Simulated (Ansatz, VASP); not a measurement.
# TiO2 in VASP and in Ansatz

The input INCAR:

```
PREC = Accurate
ENCUT = 520
EDIFF = 1E-6
ISMEAR = -1
SIGMA = 0.02
LREAL = F
LASPH = T
NELM = 100
ALGO = Normal
ISIF = 2
LWAVE = F
LCHARG = F
GGA = PE
NBANDS = 33
```

Contents of KPOINTS:

```
regular mesh
0
Gamma
  6 6 8
```

POSCAR

```
TiO2
1.0
    4.6887905639      0.0000000000      0.0000000000
    0.0000000000      4.6887905639      0.0000000000
    0.0000000000      0.0000000000      3.0125610919
Ti O
2 4
Direct
    0.0000000000      0.0000000000      0.0000000000
    0.5000000000      0.5000000000      0.5000000000
    0.3071643882      0.3071643882      0.0000000000
    0.1928356118      0.8071643882      0.5000000000
    0.8071643882      0.1928356118      0.5000000000
    0.6928356118      0.6928356118      0.0000000000
```

Input for Ansatz:

```yaml
crystal:
  lattice:
    - [4.6887905639, 0.0, 0.0]
    - [0.0, 4.6887905639, 0.0]
    - [0.0, 0.0, 3.0125610919]
  atoms:
    - { symbol: Ti, position: [0.0, 0.0, 0.0] }
    - { symbol: Ti, position: [0.5, 0.5, 0.5] }
    - { symbol: O, position: [0.3071643882, 0.3071643882, 0.0] }
    - { symbol: O, position: [0.1928356118, 0.8071643882, 0.5] }
    - { symbol: O, position: [0.8071643882, 0.1928356118, 0.5] }
    - { symbol: O, position: [0.6928356118, 0.6928356118, 0.0] }
kpoints:
  mp_grid: { grid: [6, 6, 8] }
  band_path:
    path:
      - [0.0, 0.0, 0.0]
      - [0.0, 0.5, 0.0]
      - [0.5, 0.5, 0.0]
      - [0.0, 0.0, 0.5]
      - [0.0, 0.5, 0.5]
      - [0.5, 0.5, 0.5]
    npoints: 1
hamiltonian:
  xc: pbe
scf:
  occupations: { method: fermi_dirac, width: 0.02 }
  n_extra_bands: 5
output:
  forces: true
  stress: true
  eigenvalues: true
```

Change from the starting cell: hydrostatic strain +2.0%.

Alike in both runs: task single point; functional PBE; k mesh 6 × 6 × 8; occupations fermi-dirac, width 0.02 eV; no spin polarisation.

|  | VASP | Ansatz |
| --- | --- | --- |
| version | VASP 6.6.1 | Ansatz 0.2.0 |
| potentials or method | VASP PAW PBE potentials, release 64 (Ti_sv, O) | plane waves, PAW |
| plane-wave cutoff (eV) | 520 | 420 |
| valence electrons in the cell | 48 | 48 |

Ansatz gave:

- gap on the k mesh at the Fermi level (eV): 1.84
- pressure (GPa): -7.1
- traceless stress, the component that is largest in VASP (GPa): -2.66
- rms of the force components (eV/Å): 0.027

Task: What did VASP give for the same quantities?

Result: gap on the k mesh at the Fermi level (eV): 1.81; pressure (GPa): -6.5; traceless stress, the component that is largest in VASP (GPa): -2.41; rms of the force components (eV/Å): 0.041.

Atom by atom the forces differ by 0.014 eV/Å (rms over components).
